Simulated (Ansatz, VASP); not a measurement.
# Two plane-wave programs on VSn3O8

```
CELL_PARAMETERS angstrom
4.73735 0.00000 0.00000
0.00000 4.73735 0.00000
0.00000 0.00000 6.37280
ATOMIC_POSITIONS crystal
V 0.00000 0.00000 0.00000
Sn 0.00000 0.00000 0.50000
Sn 0.50000 0.50000 0.24509
Sn 0.50000 0.50000 0.75491
O 0.29223 0.29223 0.00000
O 0.30755 0.30755 0.50000
O 0.18833 0.81167 0.23704
O 0.18833 0.81167 0.76296
O 0.70777 0.70777 0.00000
O 0.69245 0.69245 0.50000
O 0.81167 0.18833 0.23704
O 0.81167 0.18833 0.76296
```

Alike in both runs: task single point; functional PBEsol; k mesh 4 × 4 × 3; occupations gaussian, width 0.05 eV; collinear spin.

|  | VASP | Ansatz |
| --- | --- | --- |
| version | VASP 6.6.1 | Ansatz 0.2.0 |
| potentials or method | VASP PAW PBE potentials, release 64 (V_sv, Sn_d, O), cutoff 520 eV | scalar-relativistic, plane waves, PAW |
| valence electrons in the cell | 103 | 103 |

Ansatz gave:

| Quantity | Value |
| --- | --- |
| gap on the k mesh at the Fermi level (eV) | 0.33 |
| least direct gap on the mesh (eV) | 0.34 |
| pressure (GPa) | -6.0 |
| traceless stress, the component that is largest in VASP (GPa) | -0.40 |
| rms of the force components (eV/Å) | 0.077 |
| net moment per atom (μB) | 0.08 |
| size of the moment on the site where the two differ most (μB) | 0.79 |

**Question.** Which values does VASP return?

**Answer.** gap on the k mesh at the Fermi level (eV): 0.32; least direct gap on the mesh (eV): 0.34; pressure (GPa): -5.4; traceless stress, the component that is largest in VASP (GPa): -0.18; rms of the force components (eV/Å): 0.077; net moment per atom (μB): 0.08; size of the moment on the site where the two differ most (μB): 0.97.

VASP's potentials were made for PBE, not for PBEsol. Site moments also hang on the region over which each program counts them. Atom by atom the forces differ by 0.008 eV/Å (rms over components).
